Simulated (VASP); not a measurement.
Write the native input for VASP 6.6.1 that does the following.

| Property | Result |
| --- | --- |
| Task | single point |
| Functional | BLYP |
| Dispersion | D3(BJ) |
| Potentials or basis | VASP PAW PBE potentials, release 64 (Cl) |
| Cutoff | 520 eV |
| k mesh | 7 × 7 × 4 |
| Occupations | fermi-dirac, width 0.05 eV |
| Spin | no spin polarisation |
| Dipole correction | no |
| Further INCAR settings | ALGO = Normal; EDIFF = 1e-06; NBANDS = 22 |

The structure of Cl lies in POSCAR:

```
Cl
1.0
    3.1723170464     -2.0329783748      0.0000000000
    3.1723170464      2.0329783748      0.0000000000
    0.0000000000      0.0000000000      8.0525273125
Cl
4
Direct
    0.3684909131      0.6315090869      0.3899883390
    0.1315090869      0.8684909131      0.8899883390
    0.6315090869      0.3684909131      0.6100116610
    0.8684909131      0.1315090869      0.1100116610
```

These files were run (other wordings do the same):

INCAR

```
PREC = Accurate ; ENCUT = 520
EDIFF = 1E-6 ; ISMEAR = -1
SIGMA = 0.05 ; LREAL = F
LASPH = T ; NELM = 80
ALGO = Normal ; ISIF = 2
LWAVE = F ; LCHARG = T
GGA = B5 ; ALDAX = 1.0
AGGAX = 1.0 ; AGGAC = 1.0
ALDAC = 0.0 ; IVDW = 12
VDW_S6 = 1.0 ; VDW_S8 = 2.6996
VDW_A1 = 0.4298 ; VDW_A2 = 4.2359
LELF = T ; LVHAR = T
NBANDS = 22
```

KPOINTS

```
Automatic mesh
0
Gamma
  7 7 4
```

Potentials or basis: VASP PAW PBE potentials, release 64 (Cl).

The run is started by

```bash
$ cat potpaw_PBE.64/Cl/POTCAR > POTCAR
$ mpirun -np 1 vasp_std > vasp.out
```

Results of the run:

```
Pressure                   : -0.5 GPa
Largest force              : 0.151 eV/Å
Band gap on the k mesh     : 2.07 eV, direct
Dispersion energy per atom : -0.348 eV
```

Caveat: the PAW data sets were made with another functional, which shifts forces and pressure a little.

Run time: 71 s on 1 thread of Intel(R) Xeon(R) Platinum 8259CL CPU @ 2.50GHz (Skylake/Cascade Lake) (shared host), peak memory 0.24 GiB.
